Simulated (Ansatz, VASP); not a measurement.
**Sr: VASP beside Ansatz**

```
Sr
1.0
    10.10862    0.00000    0.00000
    -5.05431    8.75432    0.00000
     0.00000    0.00000    4.06742
Sr
1
Direct
  0.00000 0.00000 0.00000
```

Change from the starting cell: strain -0.080 along x and y, -0.080 along z, atoms carried along.

Alike in both runs: task single point; functional PBEsol; k mesh 6 × 6 × 8; occupations gaussian, width 0.03 eV; no spin polarisation.

|  | VASP | Ansatz |
| --- | --- | --- |
| version | VASP 6.6.1 | Ansatz 0.2.0 |
| potentials or method | VASP PAW PBE potentials, release 64 (Sr_sv), cutoff 520 eV | scalar-relativistic, plane waves, PAW |
| valence electrons in the cell | 10 | 10 |

Ansatz gave:

```
gap on the k mesh at the Fermi level (eV)                     : none
pressure (GPa)                                                : 0.2
traceless stress, the component that is largest in VASP (GPa) : 0.37
```

**Question.** Estimate VASP's values.

**Answer.** gap on the k mesh at the Fermi level (eV): none; pressure (GPa): 0.2; traceless stress, the component that is largest in VASP (GPa): 0.39.

VASP's potentials were made for PBE, not for PBEsol. A gap of «none» marks a metal or a gap that the smearing closes. With one functional, cell and mesh, what is left measures potentials, basis and numerics.
